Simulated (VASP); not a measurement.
# Fe (Im-3m) in VASP: single point with r2SCAN

Aim: the single point of Fe with r2SCAN.

All numbers are computed with VASP 6.6.1; they aren't measurements. Logs are shortened: lines on timing, memory, paths and dates and some standing lists are left out, and cuts for length are marked.

## Step 1: The cell of the first run

The structure is cubic, space group Im-3m (No. 229). Conventional cell: a = 2.891 Å, b = 2.891 Å, c = 2.891 Å, α = 90.00°, β = 90.00°, γ = 90.00°. Fe (site symmetry m-3m) has 14 Fe at 2.50 to 2.89 Å within 3.3 Å.

## Step 2: Single point, r2SCAN, collinear spin, ferromagnetic start

File POSCAR:

```
Fe
1.0
   -1.4455000000      1.4455000000      1.4455000000
    1.4455000000     -1.4455000000      1.4455000000
    1.4455000000      1.4455000000     -1.4455000000
Fe
1
Direct
    0.0000000000      0.0000000000      0.0000000000
```

File INCAR.step1:

```
SYSTEM = Fe
ALGO = Normal
EDIFF = 1E-4
ENCUT = 520
GGA = PE
ISMEAR = 0
ISPIN = 2
LASPH = .True.
LCHARG = .False.
LMAXMIX = 4
LREAL = .False.
LWAVE = .True.
MAGMOM = 4
NBANDS = 14
NELM = 150
PREC = Accurate
SIGMA = 0.05
```

File INCAR.step2:

```
SYSTEM = Fe
ALGO = Normal
EDIFF = 1E-7
ENCUT = 520
ISIF = 2
ISMEAR = 0
ISPIN = 2
ISTART = 1
LASPH = .True.
LCHARG = .True.
LELF = .True.
LMAXMIX = 4
LMIXTAU = .True.
LORBIT = 11
LREAL = .False.
LVHAR = .True.
LWAVE = .False.
MAGMOM = 4
METAGGA = R2SCAN
NBANDS = 14
NELM = 150
PREC = Accurate
SIGMA = 0.05
```

File KPOINTS:

```
k-points
0
Gamma
  11 11 11
  0 0 0
```

Potentials or basis: VASP PAW PBE potentials, release 64 (Fe).

Run with:

```
cat potpaw_PBE.64/Fe/POTCAR > POTCAR
cp INCAR.step1 INCAR
mpirun -np 1 vasp_std > vasp.out
cp INCAR.step2 INCAR
mpirun -np 1 vasp_std > vasp.out
```

OUTCAR:

```text
SYSTEM = Fe
   EDIFF = 1E-7
   ENCUT = 520
   ISIF = 2
   ISMEAR = 0
   ISPIN = 2
   ISTART = 1
   LASPH = .True.
   LORBIT = 11
   LREAL = .False.
   METAGGA = R2SCAN
   NELM = 150
   PREC = Accurate

 ion  position               nearest neighbor table
   1  0.000  0.000  0.000-

  LATTYP: Found a body centered cubic cell.
 ALAT       =     2.8910000000

  Lattice vectors:

 A1 = (  -1.4455000000,   1.4455000000,   1.4455000000)
 A2 = (   1.4455000000,  -1.4455000000,   1.4455000000)
 A3 = (   1.4455000000,   1.4455000000,  -1.4455000000)

Analysis of symmetry for initial positions (statically):
=====================================================================
 Subroutine PRICEL returns:
 Original cell was already a primitive cell.

 Routine SETGRP: Setting up the symmetry group for a
 body centered cubic supercell.

 Subroutine GETGRP returns: Found 48 space group operations
 (whereof 48 operations were pure point group operations)
 out of a pool of 48 trial point group operations.

The static configuration has the point symmetry O_h .

Analysis of symmetry for dynamics (positions and initial velocities):
=====================================================================
 Subroutine PRICEL returns:
 Original cell was already a primitive cell.

 Routine SETGRP: Setting up the symmetry group for a
 body centered cubic supercell.

 Subroutine GETGRP returns: Found 48 space group operations
 (whereof 48 operations were pure point group operations)
 out of a pool of 48 trial point group operations.

The dynamic configuration has the point symmetry O_h .

Analysis of structural, dynamic, and magnetic symmetry:
=====================================================================
 Subroutine PRICEL returns:
 Original cell was already a primitive cell.

 Routine SETGRP: Setting up the symmetry group for a
 body centered cubic supercell.

 Subroutine GETGRP returns: Found 48 space group operations
 (whereof 48 operations were pure point group operations)
 out of a pool of 48 trial point group operations.

The overall configuration has the point symmetry O_h .

 Subroutine INISYM returns: Found 48 space group operations
 (whereof 48 operations are pure point group operations),
 and found     1 'primitive' translations

----------------------------------------------------------------------------------------

                                     Primitive cell

  volume of cell :      12.0813

  direct lattice vectors                    reciprocal lattice vectors
    -1.445500000  1.445500000  1.445500000     0.000000000  0.345901072  0.345901072
[... 126 lines left out ...]
  ext. energy  EPLUGINS =         0.00000000
  ---------------------------------------------------
  free energy    TOTEN  =       -14.35576530 eV

  energy without entropy =      -14.35503958  energy(sigma->0) =      -14.35540244

 E-fermi :   5.2851     XC(G=0): -13.8597

 val. band max:        5.2657139786   @ k =  -0.3636   0.3636   0.1818
 cond. band min:       5.3188152104   @ k =   0.0909   0.0909   0.0000
 fundamental gap:      0.0531012318
 Fermi energy:         5.2850696239

 spin component 1

 k-point     1 :       0.0000    0.0000    0.0000
  band No.  band energies     occupation
      1      -3.0909      1.00000
      2       2.2288      1.00000
      3       2.2288      1.00000
      4       2.2288      1.00000
      5       3.3604      1.00000
      6       3.3604      1.00000
      7      30.6261      0.00000
      8      30.6261      0.00000
      9      30.6262      0.00000
     10      35.2947      0.00000
     11      35.2947      0.00000
     12      36.8370      0.00000
     13      36.8370      0.00000
     14      36.8370      0.00000
[... 379 lines left out ...]
      3       2.4813      1.00000
      4       3.4854      1.00000
      5       3.5739      1.00000
      6       9.3926      0.00000
      7      12.3364      0.00000
      8      17.3565      0.00000
      9      20.5059      0.00000
     10      34.8873      0.00000
     11      39.6258      0.00000
     12      39.9749      0.00000
     13      45.5786      0.00000
     14      46.0285      0.00000

 [... further k-points ...]

 spin component 2

 k-point     1 :       0.0000    0.0000    0.0000
  band No.  band energies     occupation
      1      -3.7712      1.00000
      2       5.6008      0.00000
      3       5.6008      0.00000
      4       5.6008      0.00000
      5       7.7851      0.00000
      6       7.7851      0.00000
      7      30.2193      0.00000
      8      30.2193      0.00000
      9      30.2193      0.00000
     10      35.8542      0.00000
     11      35.8542      0.00000
     12      38.5314      0.00000
     13      38.5314      0.00000
     14      38.5317      0.00000
[... 379 lines left out ...]
      3       4.1697      1.00000
      4       7.8275      0.00000
      5       8.0666      0.00000
      6      11.0531      0.00000
      7      14.1719      0.00000
      8      18.3257      0.00000
      9      21.5484      0.00000
     10      35.3036      0.00000
     11      40.2288      0.00000
     12      41.3639      0.00000
     13      46.7014      0.00000
     14      47.7136      0.00000

 [... further k-points ...]

------------------------ aborting loop because EDIFF is reached ----------------------------------------

  FORCE on cell =-STRESS in cart. coord.  units (eV):
  Direction    XX          YY          ZZ          XY          YZ          ZX
  --------------------------------------------------------------------------------------
  -------------------------------------------------------------------------------------
  Total       -0.4844503     -0.4844503     -0.4844503      0.0000000      0.0000000      0.0000000
  in kB      -64.2459191    -64.2459191    -64.2459191      0.0000000      0.0000000      0.0000000
  external PRESSURE =     -64.2459191 kB  Pullay stress =       0.0000000 kB

 VOLUME and BASIS-vectors are now :
 -----------------------------------------------------------------------------
  energy-cutoff  :      520.00
  volume of cell :       12.08
      direct lattice vectors                 reciprocal lattice vectors
    -1.445500000  1.445500000  1.445500000     0.000000000  0.345901072  0.345901072
     1.445500000 -1.445500000  1.445500000     0.345901072  0.000000000  0.345901072
     1.445500000  1.445500000 -1.445500000     0.345901072  0.345901072  0.000000000

 POSITION                                       TOTAL-FORCE (eV/Angst)
 -----------------------------------------------------------------------------------
      0.00000      0.00000      0.00000        -0.000000      0.000000      0.000000
 -----------------------------------------------------------------------------------
    total drift:                                0.000000     -0.000000      0.000000

  FREE ENERGIE OF THE ION-ELECTRON SYSTEM (eV)
  ---------------------------------------------------
  free  energy   TOTEN  =       -14.3557653042 eV

  energy  without entropy=      -14.3550395763  energy(sigma->0) =      -14.35540244

 total charge

# of ion       s       p       d       tot
------------------------------------------
    1        0.466   0.524   6.159   7.149

 magnetization (x)

# of ion       s       p       d       tot
------------------------------------------
    1       -0.015  -0.123   2.831   2.693
```

It took 2.3 min on 1 thread of Intel Xeon 8259CL, shared host; peak memory 0.15 GiB.

Results:

```yaml
Free_energy: -14.3558 eV
Pressure: -6.4 GPa
Net_moment: 2.61 μB per cell
Site_moments: Fe +2.69 μB
Valence_electrons_inside_the_program's_atomic_spheres: Fe 7.15
```

Levels at points of the mesh, in eV from the Fermi level:
Spin up:
| k point | band 1 | band 2 | band 3 | band 4 | band 5 | band 6 | band 7 | band 8 | band 9 | band 10 |
| --- | --- | --- | --- | --- | --- | --- | --- | --- | --- | --- |
| (0.00, 0.00, 0.00) | -8.38 | -3.06 | -3.06 | -3.06 | -1.92 | -1.92 | 25.34 | 25.34 | 25.34 | 30.01 |
Spin down:
```tsv
k point	band 1	band 2	band 3	band 4	band 5	band 6
(0.00, 0.00, 0.00)	-9.06	0.32	0.32	0.32	2.50	2.50
```

Caveat: the PAW data sets were made with another functional, which shifts forces and pressure a little.
